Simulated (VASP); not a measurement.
# SnW (Fd-3m) in VASP: notebook

The runs below take SnW through single point, relaxation of cell and atoms, with PBE.

All numbers are computed with VASP 6.6.1; they aren't measurements. Logs are shortened: lines on timing, memory, paths and dates and some standing lists are left out, and cuts for length are marked.

**1. The cell of the first run**

The structure is cubic, space group Fd-3m (No. 227). The conventional cell has a = 6.760 Å, b = 6.760 Å, c = 6.760 Å, α = 90.00°, β = 90.00°, γ = 90.00°. Sn (site symmetry -43m) has 4 Sn at 2.93 Å and 10 W at 2.93 to 3.38 Å within 3.9 Å. Within 3.9 Å of W (site symmetry -43m) lie 10 Sn at 2.93 to 3.38 Å and 4 W at 2.93 Å.

**2. Single point, PBE**

File INCAR:

```
SYSTEM = SnW
  PREC = Accurate
  ENCUT = 520
  EDIFF = 1E-6
  ISMEAR = 0
  SIGMA = 0.1
  LREAL = .FALSE.
  LASPH = .TRUE.
  NELM = 80
  ALGO = Normal
  ISIF = 2
  LWAVE = .FALSE.
  LCHARG = .FALSE.
  GGA = PE
  NBANDS = 36
```

File KPOINTS:

```
Automatic mesh
0
G
  4 4 4
  0 0 0
```

File POSCAR:

```
SnW
1.0
    0.0000000000      3.3800372291      3.3800372291
    3.3800372291      0.0000000000      3.3800372291
    3.3800372291      3.3800372291      0.0000000000
Sn W
2 2
Direct
    0.5000000000      0.5000000000      0.5000000000
    0.7500000000      0.7500000000      0.7500000000
    0.0000000000      0.0000000000      0.0000000000
    0.2500000000      0.2500000000      0.2500000000
```

Potentials or basis: VASP PAW PBE potentials, release 64 (Sn_d, W_sv).

Run with:

```sh
$ cat potpaw_PBE.64/Sn_d/POTCAR potpaw_PBE.64/W_sv/POTCAR > POTCAR
$ mpirun -np 1 vasp_std > vasp.out
```

OUTCAR:

```text
SYSTEM = SnW
   PREC = Accurate
   ENCUT = 520
   EDIFF = 1E-6
   ISMEAR = 0
   LREAL = .FALSE.
   LASPH = .TRUE.
   NELM = 80
   ISIF = 2
   GGA = PE

 ion  position               nearest neighbor table
   1  0.500  0.500  0.500-   4 2.93   4 2.93   4 2.93   2 2.93   2 2.93   2 2.93   4 2.93   2 2.93
                             3 3.38   3 3.38   3 3.38   3 3.38   3 3.38   3 3.38
   2  0.750  0.750  0.750-   1 2.93   1 2.93   1 2.93   3 2.93   3 2.93   3 2.93   3 2.93   1 2.93
                             4 3.38   4 3.38   4 3.38   4 3.38   4 3.38   4 3.38
   3  0.000  0.000  0.000-   2 2.93   2 2.93   2 2.93   4 2.93   4 2.93   4 2.93   4 2.93   2 2.93
                             1 3.38   1 3.38   1 3.38   1 3.38   1 3.38   1 3.38
   4  0.250  0.250  0.250-   3 2.93   3 2.93   3 2.93   1 2.93   1 2.93   1 2.93   3 2.93   1 2.93
                             2 3.38   2 3.38   2 3.38   2 3.38   2 3.38   2 3.38

  LATTYP: Found a face centered cubic cell.
 ALAT       =     6.7600744582

  Lattice vectors:

 A1 = (   0.0000000000,   3.3800372291,   3.3800372291)
 A2 = (   3.3800372291,   0.0000000000,   3.3800372291)
 A3 = (   3.3800372291,   3.3800372291,   0.0000000000)

Analysis of symmetry for initial positions (statically):
=====================================================================
 Subroutine PRICEL returns:
 Original cell was already a primitive cell.

 Routine SETGRP: Setting up the symmetry group for a
 face centered cubic supercell.

 Subroutine GETGRP returns: Found 48 space group operations
 (whereof 24 operations were pure point group operations)
 out of a pool of 48 trial point group operations.

The static configuration has the point symmetry T_d .
 The point group associated with its full space group is O_h .

Analysis of symmetry for dynamics (positions and initial velocities):
=====================================================================
 Subroutine PRICEL returns:
 Original cell was already a primitive cell.

 Routine SETGRP: Setting up the symmetry group for a
 face centered cubic supercell.

 Subroutine GETGRP returns: Found 48 space group operations
 (whereof 24 operations were pure point group operations)
 out of a pool of 48 trial point group operations.

The dynamic configuration has the point symmetry T_d .
 The point group associated with its full space group is O_h .

 Subroutine INISYM returns: Found 48 space group operations
 (whereof 24 operations are pure point group operations),
 and found     1 'primitive' translations

----------------------------------------------------------------------------------------

                                     Primitive cell

  volume of cell :      77.2315

  direct lattice vectors                    reciprocal lattice vectors
     0.000000000  3.380037229  3.380037229    -0.147927365  0.147927365  0.147927365
     3.380037229  0.000000000  3.380037229     0.147927365 -0.147927365  0.147927365
     3.380037229  3.380037229  0.000000000     0.147927365  0.147927365 -0.147927365

  length of vectors
     4.780094491  4.780094491  4.780094491     0.256217712  0.256217712  0.256217712

  position of ions in fractional coordinates (direct lattice)
     0.500000000  0.500000000  0.500000000
     0.750000000  0.750000000  0.750000000
     0.000000000  0.000000000  0.000000000
     0.250000000  0.250000000  0.250000000

  ion indices of the primitive-cell ions
   primitive index   ion index
                 1           1
                 2           2
                 3           3
                 4           4

----------------------------------------------------------------------------------------

 KPOINTS: Automatic mesh

Automatic generation of k-mesh.
 Grid dimensions read from file:
 generate k-points for:    4    4    4

 Generating k-lattice:

  Cartesian coordinates                     Fractional coordinates (reciprocal lattice)
    -0.036981841  0.036981841  0.036981841     0.250000000  0.000000000  0.000000000
     0.036981841 -0.036981841  0.036981841     0.000000000  0.250000000  0.000000000
     0.036981841  0.036981841 -0.036981841     0.000000000  0.000000000  0.250000000

  Length of vectors
     0.064054428  0.064054428  0.064054428

  Shift w.r.t. Gamma in fractional coordinates (k-lattice)
     0.000000000  0.000000000  0.000000000

 Subroutine IBZKPT returns following result:
 ===========================================

 Found      8 irreducible k-points:

 Following reciprocal coordinates:
            Coordinates               Weight
  0.000000  0.000000  0.000000      1.000000
  0.250000  0.000000  0.000000      8.000000
  0.500000  0.000000  0.000000      4.000000
  0.250000  0.250000  0.000000      6.000000
  0.500000  0.250000  0.000000     24.000000
 -0.250000  0.250000  0.000000     12.000000
  0.500000  0.500000  0.000000      3.000000
 -0.250000  0.500000  0.250000      6.000000
   k-points           NKPTS =      8   k-points in BZ     NKDIM =      8   number of bands    NBANDS=     36
   number of dos      NEDOS =    301   number of ions     NIONS =      4
   total plane-waves  NPLWV =  46656
   dimension x,y,z NGX =    36 NGY =   36 NGZ =   36
   dimension x,y,z NGXF=    72 NGYF=   72 NGZF=   72
   ions per type =               2   2
   NGX,Y,Z   is equivalent  to a cutoff of  12.52, 12.52, 12.52 a.u.
   NGXF,Y,Z  is equivalent  to a cutoff of  25.04, 25.04, 25.04 a.u.
 SYSTEM =  SnW
   PREC   = accura    normal or accurate (medium, high low for compatibility)
   ISTART =      0    job   : 0-new  1-cont  2-samecut
   ICHARG =      2    charge: 1-file 2-atom 10-const
   ISPIN  =      1    spin polarized calculation?
   LNONCOLLINEAR =      F non collinear calculations
   LSORBIT =      F    spin-orbit coupling
   LASPH  =      T    aspherical Exc in radial PAW
   ENCUT  =  520.0 eV  38.22 Ry    6.18 a.u.   8.89  8.89  8.89*2*pi/ulx,y,z
   NELM   =     80;   NELMIN=  2; NELMDL= -5     # of ELM steps
   EDIFF  = 0.1E-05   stopping-criterion for ELM
   LREAL  =      F    real-space projection
   EDIFFG = 0.1E-04   stopping-criterion for IOM
   NSW    =      0    number of steps for IOM
   IBRION =     -1    ionic relax: 0-MD 1-quasi-New 2-CG
   NFREE  =      0    steps in history (QN), initial steepest desc. (CG)
   ISIF   =      2    stress and relaxation
   ISYM   =      2    0-nonsym 1-usesym 2-fastsym
   POTIM  = 0.5000    time-step for ionic-motion
   TEBEG  =    0.0;   TEEND  =   0.0 temperature during run
   PSTRESS=    0.0 pullay stress
   NELECT =      56.0000    total number of electrons
   NUPDOWN=      -1.0000    fix difference up-down
   EMIN   =  10.00;   EMAX   =-10.00  energy-range for DOS
   EFERMI =   0.00;   METHOD = LEGACY
   ISMEAR =     0;   SIGMA  =   0.10  broadening in eV -4-tet -1-fermi 0-gaus
   EFERMI_NEDOS =   21; number of points for ismear=-14 and -15
   IALGO  =     38    algorithm
   IMIX   =      4    mixing-type and parameters
     AMIX     =   0.40;   BMIX     =  1.00
     AMIX_MAG =   1.60;   BMIX_MAG =  1.00
  volume/ion in A,a.u.               =      19.31       130.30
  Fermi-wavevector in a.u.,A,eV,Ry     =   1.470752  2.779318 29.430906  2.163111
  Thomas-Fermi vector in A             =   2.585971
   LORBIT       =      0    0 simple, 1 ext, 2 COOP (PROOUT), +10 PAW based schemes
   GGA     = PE    functional components
   LHFCALC =     F    Hartree Fock is set to
   AEXX    =    0.0000 exact exchange contribution
   IVDW    =     0    specifies the selected vdW correction
   LEPSILON=     F    determine dielectric tensor
   LRPA    =     F    only Hartree local field effects (RPA)
 non-spin polarized calculation
 Gauss-broadening in eV      SIGMA  =   0.10
  energy-cutoff  :      520.00
  volume of cell :       77.23
 maximum number of plane-waves:      2120
   NGX = 17   NGY = 17   NGZ = 17

 number of electron      56.0000008 magnetization

 Free energy of the ion-electron system (eV)
  ---------------------------------------------------
  ext. energy  EPLUGINS =         0.00000000
  ---------------------------------------------------
  free energy    TOTEN  =       -30.53099234 eV

  energy without entropy =      -30.53098757  energy(sigma->0) =      -30.53098996

 E-fermi :  10.6087     XC(G=0): -12.3035

 val. band max:       10.3234859418   @ k =   0.5000   0.0000   0.0000
 cond. band min:      10.8984616368   @ k =  -0.2500   0.2500   0.0000
 fundamental gap:      0.5749756950
 Fermi energy:        10.6086670794

 k-point     1 :       0.0000    0.0000    0.0000
  band No.  band energies     occupation
      1     -63.4691      2.00000
      2     -63.4200      2.00000
      3     -27.7351      2.00000
      4     -27.7351      2.00000
      5     -27.7351      2.00000
      6     -27.4958      2.00000
[... 28 lines left out ...]
     35      16.7620      0.00000
     36      16.7625      0.00000

 k-point     2 :       0.2500    0.0000    0.0000
  band No.  band energies     occupation
      1     -63.4640      2.00000
      2     -63.4252      2.00000
      3     -27.7480      2.00000
      4     -27.7480      2.00000
      5     -27.7311      2.00000
      6     -27.5019      2.00000
[... 28 lines left out ...]
     35      14.6239      0.00000
     36      14.8393      0.00000

 k-point     3 :       0.5000    0.0000    0.0000
  band No.  band energies     occupation
      1     -63.4569      2.00000
      2     -63.4323      2.00000
      3     -27.7598      2.00000
      4     -27.7598      2.00000
      5     -27.7273      2.00000
      6     -27.5077      2.00000
[... 28 lines left out ...]
     35      14.2597      0.00000
     36      15.4424      0.00000

 k-point     4 :       0.2500    0.2500    0.0000
  band No.  band energies     occupation
      1     -63.4619      2.00000
      2     -63.4272      2.00000
      3     -27.7618      2.00000
      4     -27.7618      2.00000
      5     -27.7012      2.00000
      6     -27.5325      2.00000
[... 28 lines left out ...]
     35      14.2917      0.00000
     36      14.2917      0.00000

 k-point     5 :       0.5000    0.2500    0.0000
  band No.  band energies     occupation
      1     -63.4533      2.00000
      2     -63.4359      2.00000
      3     -27.7819      2.00000
      4     -27.7725      2.00000
      5     -27.6737      2.00000
      6     -27.5607      2.00000
[... 28 lines left out ...]
     35      15.3327      0.00000
     36      15.9406      0.00000

 k-point     6 :      -0.2500    0.2500    0.0000
  band No.  band energies     occupation
      1     -63.4569      2.00000
      2     -63.4323      2.00000
      3     -27.7794      2.00000
      4     -27.7597      2.00000
      5     -27.6952      2.00000
      6     -27.5382      2.00000
[... 28 lines left out ...]
     35      15.2450      0.00000
     36      15.5924      0.00000

 k-point     7 :       0.5000    0.5000    0.0000
  band No.  band energies     occupation
      1     -63.4446      2.00000
      2     -63.4446      2.00000
      3     -27.7842      2.00000
      4     -27.7842      2.00000
      5     -27.6182      2.00000
      6     -27.6182      2.00000
[... 28 lines left out ...]
     35      18.0074      0.00000
     36      18.0306      0.00000

 k-point     8 :      -0.2500    0.5000    0.2500
  band No.  band energies     occupation
      1     -63.4446      2.00000
      2     -63.4446      2.00000
      3     -27.7850      2.00000
      4     -27.7850      2.00000
      5     -27.6171      2.00000
      6     -27.6171      2.00000
[... 28 lines left out ...]
     35      15.6137      0.00000
     36      15.6137      0.00000

------------------------ aborting loop because EDIFF is reached ----------------------------------------

  FORCE on cell =-STRESS in cart. coord.  units (eV):
  Direction    XX          YY          ZZ          XY          YZ          ZX
  --------------------------------------------------------------------------------------
  -------------------------------------------------------------------------------------
  Total       -0.1366522     -0.1366522     -0.1366522      0.0000000      0.0000000      0.0000000
  in kB       -2.8348678     -2.8348678     -2.8348678      0.0000000      0.0000000      0.0000000
  external PRESSURE =      -2.8348678 kB  Pullay stress =       0.0000000 kB

 VOLUME and BASIS-vectors are now :
 -----------------------------------------------------------------------------
  energy-cutoff  :      520.00
  volume of cell :       77.23
      direct lattice vectors                 reciprocal lattice vectors
     0.000000000  3.380037229  3.380037229    -0.147927365  0.147927365  0.147927365
     3.380037229  0.000000000  3.380037229     0.147927365 -0.147927365  0.147927365
     3.380037229  3.380037229  0.000000000     0.147927365  0.147927365 -0.147927365

 POSITION                                       TOTAL-FORCE (eV/Angst)
 -----------------------------------------------------------------------------------
      3.38004      3.38004      3.38004        -0.000000     -0.000000      0.000000
      5.07006      5.07006      5.07006        -0.000000     -0.000000     -0.000000
      0.00000      0.00000      0.00000         0.000000     -0.000000      0.000000
      1.69002      1.69002      1.69002        -0.000000      0.000000     -0.000000
 -----------------------------------------------------------------------------------
    total drift:                                0.000000      0.000000      0.000000

  FREE ENERGIE OF THE ION-ELECTRON SYSTEM (eV)
  ---------------------------------------------------
  free  energy   TOTEN  =       -30.5309923383 eV

  energy  without entropy=      -30.5309875719  energy(sigma->0) =      -30.53098996
```

Wall time 15 s (1 thread of AMD EPYC 9R45 (Zen 5), shared host); peak memory 0.18 GiB.

What came out:

```yaml
Free_energy: -30.5310 eV
Pressure: -0.3 GPa
Band_gap_on_the_k_mesh: 0.57 eV (least direct gap 0.80 eV)
```

Caveat: spin-orbit coupling is left out, which moves the levels of the heavy elements.

**3. Relaxation of cell and atoms, PBE**

This run uses another cell than the first one, of 22.43 Å³/atom.

File INCAR:

```
PREC     = Accurate       # precision mode
ENCUT    = 600            # plane-wave cutoff, eV
EDIFF    = 1E-7           # SCF threshold, eV
ISMEAR   = 0              # smearing method
SIGMA    = 0.1            # smearing width, eV
LREAL    = False          # projectors in reciprocal space
LASPH    = True           # aspherical terms in the spheres
NELM     = 100            # most SCF steps
ALGO     = Normal         # electronic algorithm
ISIF     = 3              # what is computed and relaxed
LWAVE    = False          # write WAVECAR
LCHARG   = False          # write CHGCAR
GGA      = PE             # functional
IBRION   = 2              # ionic algorithm
NSW      = 90             # ionic steps
EDIFFG   = -0.04          # ionic threshold
```

File KPOINTS:

```
regular mesh
0
Gamma
  4 4 4
```

File POSCAR:

```
SnW
1.0
    0.0000000000      3.5532585851      3.5532585851
    3.5532585851      0.0000000000      3.5532585851
    3.5532585851      3.5532585851      0.0000000000
Sn W
2 2
Direct
    0.5000000000      0.5000000000      0.5000000000
    0.7500000000      0.7500000000      0.7500000000
    0.0000000000      0.0000000000      0.0000000000
    0.2500000000      0.2500000000      0.2500000000
```

Potentials or basis: VASP PAW PBE potentials, release 64 (Sn_d, W_sv).

Run with:

```sh
$ cat potpaw_PBE.64/Sn_d/POTCAR potpaw_PBE.64/W_sv/POTCAR > POTCAR
$ mpirun -np 1 vasp_std > vasp.out
```

It took 93 s on 1 thread of AMD EPYC 9R45 (Zen 5), shared host; peak memory 0.22 GiB.

The run converged. Its results:

| Item | Value |
| --- | --- |
| Free energy | -30.5322 eV |
| Relaxed volume | 19.27 Å³/atom |
| Relaxed cell | a = 4.777 Å, b = 4.777 Å, c = 4.777 Å, α = 60.00°, β = 60.00°, γ = 60.00° |
| Space group after relaxing (to 0.1 Å) | Fd-3m (No. 227) |
| Energy gained by relaxing | 192.5 meV/atom |
| Ionic steps | 5 |
| Pressure after relaxing | 0.1 GPa |
| Band gap on the k mesh | 0.58 eV (least direct gap 0.80 eV) |

Step by step:
```tsv
step	energy change (eV)	largest force (eV/Å)	pressure (GPa)	volume (Å³)
1	0.0000	0.0000	-16.94	89.72
2	1.3253	0.0000	54.38	62.31
3	-0.7661	0.0000	-1.53	77.89
4	-0.7696	0.0000	-0.40	77.32
5	-0.7698	0.0000	0.09	77.09
```

Final structure:
```cif
data_structure
_symmetry_space_group_name_H-M 'P 1'
_symmetry_Int_Tables_number 1
_cell_length_a 4.7771
_cell_length_b 4.7771
_cell_length_c 4.7771
_cell_angle_alpha 60.000
_cell_angle_beta 60.000
_cell_angle_gamma 60.000
_cell_volume 77.09
loop_
_atom_site_label
_atom_site_type_symbol
_atom_site_fract_x
_atom_site_fract_y
_atom_site_fract_z
_atom_site_occupancy
Sn1 Sn 0.50000 0.50000 0.50000 1
Sn2 Sn 0.75000 0.75000 0.75000 1
W1 W 0.00000 0.00000 0.00000 1
W2 W 0.25000 0.25000 0.25000 1
```

Levels at points of the mesh, in eV from the valence-band top:
```tsv
k point	band 25	band 26	band 27	band 28	band 29	band 30	band 31	band 32
(0.00, 0.00, 0.00)	-2.06	-1.93	-1.93	-1.93	1.14	2.20	2.20	2.20
(0.50, 0.00, 0.00)	-1.84	-1.84	0.00	0.00	1.26	1.26	2.21	3.53
(0.50, 0.50, 0.00)	-1.19	-1.19	-0.15	-0.15	1.15	1.15	1.23	1.23
```

Caveat: spin-orbit coupling is left out, which moves the levels of the heavy elements. A k mesh can miss the band edges.

**4. Single point, PBE**

This run uses another cell than the first one, of 19.25 Å³/atom.

File INCAR:

```
SYSTEM = SnW
ALGO = Fast
EDIFF = 1E-6
ENCUT = 520
GGA = PE
ISIF = 2
ISMEAR = 0
LASPH = .TRUE.
LCHARG = .FALSE.
LREAL = .FALSE.
LWAVE = .FALSE.
NBANDS = 36
NELM = 80
PREC = Accurate
SIGMA = 0.1
```

File KPOINTS:

```
k-points
0
G
  12 12 12
  0 0 0
```

File POSCAR:

```
SnW
1.0
    0.0000000000      3.3766023466      3.3766023466
    3.3766023466      0.0000000000      3.3766023466
    3.3766023466      3.3766023466      0.0000000000
Sn W
2 2
Direct
    0.0000000000      0.0000000000      0.0000000000
    0.2500000000      0.2500000000      0.2500000000
    0.5000000000      0.5000000000      0.5000000000
    0.7500000000      0.7500000000      0.7500000000
```

Run with:

```sh
$ cat potpaw_PBE.64/Sn_d/POTCAR potpaw_PBE.64/W_sv/POTCAR > POTCAR
$ mpirun -np 1 vasp_std > vasp.out
```

Run time: 2.2 min. Hardware: 1 thread of AMD EPYC 9R45 (Zen 5), shared host; peak memory 0.29 GiB.

Results (log left out):

| Item | Value |
| --- | --- |
| Free energy | -30.5103 eV |
| Pressure | 0.0 GPa |
| Band gap on the k mesh | zero (bands 28 and 29 overlap by 0.42 eV) |

Levels at points of the mesh, in eV from the Fermi level:
| k point | band 25 | band 26 | band 27 | band 28 | band 29 | band 30 | band 31 | band 32 |
| --- | --- | --- | --- | --- | --- | --- | --- | --- |
| (0.00, 0.00, 0.00) | -2.35 | -2.23 | -2.23 | -2.23 | 0.85 | 1.91 | 1.91 | 1.91 |
| (0.50, 0.00, 0.00) | -2.14 | -2.14 | -0.29 | -0.29 | 0.97 | 0.97 | 1.93 | 3.25 |
| (0.50, 0.50, 0.00) | -1.48 | -1.48 | -0.44 | -0.44 | 0.86 | 0.86 | 0.95 | 0.95 |

Caveat: spin-orbit coupling is left out, which moves the levels of the heavy elements.

**5. Overview**

```tsv
task	cell	k mesh	cutoff (eV)	gap on the mesh (eV)	pressure (GPa)
single point	a = 4.780 Å, angles 60.0°, 4 atoms	4 × 4 × 4	520	0.57	-0.3
relaxation of cell and atoms	relaxed from a = 5.025 Å, angles 60.0°, 4 atoms	4 × 4 × 4	600	0.58	0.1
single point	a = 4.775 Å, angles 60.0°, 4 atoms	12 × 12 × 12	520	none	0.0
```

Alike in all rows: level PBE; potentials or basis VASP PAW PBE potentials, release 64 (Sn_d, W_sv); no spin polarisation; smearing gaussian 0.1 eV.

Caveats: spin-orbit coupling is left out, which moves the levels of the heavy elements.

Absolute energies hang on the potentials; compare differences alone.
